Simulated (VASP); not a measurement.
Here is a VASP 6.6.1 calculation.

Contents of INCAR:

```
SYSTEM = AlCu3
PREC     = Accurate       ! precision mode
ENCUT    = 520            ! plane-wave cutoff, eV
EDIFF    = 1E-6           ! SCF threshold, eV
ISMEAR   = 0              ! smearing method
SIGMA    = 0.1            ! smearing width, eV
LREAL    = .False.        ! projectors in reciprocal space
LASPH    = .True.         ! aspherical terms in the spheres
NELM     = 80             ! most SCF steps
ALGO     = Fast           ! electronic algorithm
ISIF     = 2              ! what is computed and relaxed
LWAVE    = .False.        ! write WAVECAR
LCHARG   = .False.        ! write CHGCAR
GGA      = PS             ! functional
NBANDS   = 46             ! bands
```

The input KPOINTS:

```
regular mesh
0
Gamma
  8 8 8
  0 0 0
```

POSCAR

```
AlCu3
1.0
    4.0921280102      0.0000000000      0.0000000000
    0.0000000000      5.0159547335      0.0000000000
    0.0000000000      0.0000000000      4.5613347519
Al Cu
2 6
Direct
    0.0000000000      0.0000000000      0.6586427730
    0.5000000000      0.5000000000      0.3413572270
    0.0000000000      0.5000000000      0.6625345192
    0.5000000000      0.0000000000      0.3374654808
    0.0000000000      0.2512499671      0.1584326322
    0.0000000000      0.7487500329      0.1584326322
    0.5000000000      0.2487500329      0.8415673678
    0.5000000000      0.7512499671      0.8415673678
```

Potentials or basis: VASP PAW PBE potentials, release 64 (Al, Cu).

Run with:

```console
$ cat potpaw_PBE.64/Al/POTCAR potpaw_PBE.64/Cu/POTCAR > POTCAR
$ mpirun -np 1 vasp_std > vasp.out
```

Predict the pressure.

4.1 GPa.

Estimate the largest force.

0.004 eV/Å.

Estimate the band gap on the k mesh.

zero (bands 36 and 37 overlap by 4.24 eV).

Forces in eV/Å, atoms in the order of the input:
```
Al   0.000  0.000  0.001
Al   0.000  0.000 -0.001
Cu   0.000  0.000  0.000
Cu   0.000  0.000  0.000
Cu   0.000 -0.004 -0.001
Cu   0.000  0.004 -0.001
Cu   0.000  0.004  0.001
Cu   0.000 -0.004  0.001
```

Caveat: the cell differs from its parent crystal (biaxial strain in the a-b plane: -2.0 %, then relaxed in part); the stress differs along the axes, from 1 to 7 GPa; the PAW data sets were made with another functional, which shifts forces and pressure a little.
